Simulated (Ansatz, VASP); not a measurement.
TaN in VASP and in Ansatz

The input POSCAR:

```
TaN
1.0
    2.9501846799      0.0000000000      0.0000000000
   -1.4750923399      2.5549348786      0.0000000000
    0.0000000000      0.0000000000      2.8977716016
Ta N
1 1
Direct
    0.3333333333      0.6666666667      0.5000000000
    0.0000000000      0.0000000000      0.0000000000
```

The input INCAR.step1:

```
SYSTEM = TaN
PREC = Accurate
ENCUT = 660
ISMEAR = 0
SIGMA = 0.1
LREAL = .False.
LASPH = .True.
NELM = 120
NBANDS = 16
GGA = PE
ALGO = Normal
EDIFF = 1E-5
LWAVE = .True.
LCHARG = .False.
GGA_COMPAT = .False.
```

The input INCAR.step2:

```
SYSTEM = TaN
PREC = Accurate
ENCUT = 660
EDIFF = 1E-6
ISMEAR = 0
SIGMA = 0.1
LREAL = .False.
LASPH = .True.
NELM = 120
ALGO = Normal
ISIF = 2
LWAVE = .False.
LCHARG = .False.
METAGGA = R2SCAN
LMIXTAU = .True.
NBANDS = 16
ISTART = 1
GGA_COMPAT = .False.
```

The input KPOINTS:

```
Automatic mesh
0
Gamma
  18 18 14
  0 0 0
```

Input for Ansatz:

```yaml
crystal:
  lattice:
    - [2.9501846799, 0.0, 0.0]
    - [-1.4750923399, 2.5549348786, 0.0]
    - [0.0, 0.0, 2.8977716016]
  atoms:
    - { symbol: Ta, position: [0.3333333333, 0.6666666667, 0.5] }
    - { symbol: "N", position: [0.0, 0.0, 0.0] }
basis:
  ecutwfc: 500
kpoints:
  mp_grid: { grid: [18, 18, 14] }
  band_path:
    path:
      - [[0.0, 0.0, 0.0], [0.5, 0.0, 0.0], [0.33333333, 0.33333333, 0.0], [0.0, 0.0, 0.0], [0.0, 0.0, 0.5], [0.5, 0.0, 0.5], [0.33333333, 0.33333333, 0.5], [0.0, 0.0, 0.5]]
      - [[0.5, 0.0, 0.5], [0.5, 0.0, 0.0]]
      - [[0.33333333, 0.33333333, 0.5], [0.33333333, 0.33333333, 0.0]]
    npoints: 14
hamiltonian:
  xc: r2scan
scf:
  occupations: { method: gaussian, width: 0.1 }
  n_extra_bands: 6
output:
  forces: true
  stress: true
  eigenvalues: true
  populations: true
  dos: { projected: true, de: 0.02, nscf_kmesh: { grid: [27, 27, 21] } }
  bader: true
  write_density: true
  write_potential: true
  elf: true
  volumetric_format: npy
```

Alike in both runs: task single point; functional r2SCAN; k mesh 18 × 18 × 14; occupations gaussian, width 0.1 eV; no spin polarisation.

```csv
,VASP,Ansatz
version,VASP 6.6.1,Ansatz 0.2.0
potentials or method,"VASP PAW PBE potentials, release 64 (Ta_sv_GW, N), cutoff 660 eV","scalar-relativistic, plane waves, PAW"
valence electrons in the cell,18,18
```

```csv
,VASP,Ansatz,Ansatz less VASP
gap on the k mesh at the Fermi level (eV),none,none,-
pressure (GPa),-5.0,-4.9,+0.10
"traceless stress, the component that is largest in VASP (GPa)",-0.19,-0.28,-0.089
```

VASP's potentials were made for PBE, not for r2SCAN. A gap of «none» marks a metal or a gap that the smearing closes.

Neither program's run includes spin-orbit coupling.
